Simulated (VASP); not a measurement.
**Sn: single point with PBE**

Crystal: Sn.

```
CELL_PARAMETERS angstrom
0.00000 2.38269 2.38269
2.38269 0.00000 2.38269
2.38269 2.38269 0.00000
ATOMIC_POSITIONS crystal
Sn 0.00000 0.00000 0.00000
```

| Quantity | Value |
| --- | --- |
| Program | VASP 6.6.1 |
| Task | single point |
| Functional | PBE |
| Potentials or basis | VASP PAW PBE potentials, release 64 (Sn_d) |
| Cutoff | 520 eV |
| k mesh | 16 × 16 × 16 |
| Occupations | gaussian, width 0.05 eV |
| Spin | no spin polarisation |

The pressure is 1.7 GPa and the band gap on the k mesh is zero (band 7 reaches 15.94 eV, above the bottom of band 8 at 6.22 eV).

Levels at points of the mesh, in eV from the Fermi level:
```tsv
k point	band 4	band 5	band 6	band 7	band 8	band 9	band 10	band 11
(0.00, 0.00, 0.00)	-21.53	-21.53	-11.22	7.70	7.70	7.70	10.57	11.82
(0.50, 0.00, 0.00)	-21.46	-21.46	-6.85	-4.71	5.77	5.77	9.94	10.23
(0.50, 0.50, 0.00)	-21.44	-21.44	-4.93	-3.70	2.02	2.02	5.36	5.73
```

Wall time 44 s on 1 thread of Intel(R) Xeon(R) Platinum 8259CL CPU @ 2.50GHz (Skylake/Cascade Lake) (shared host), peak memory 0.19 GiB.

Caveat: spin-orbit coupling is left out, which moves the levels of the heavy elements.
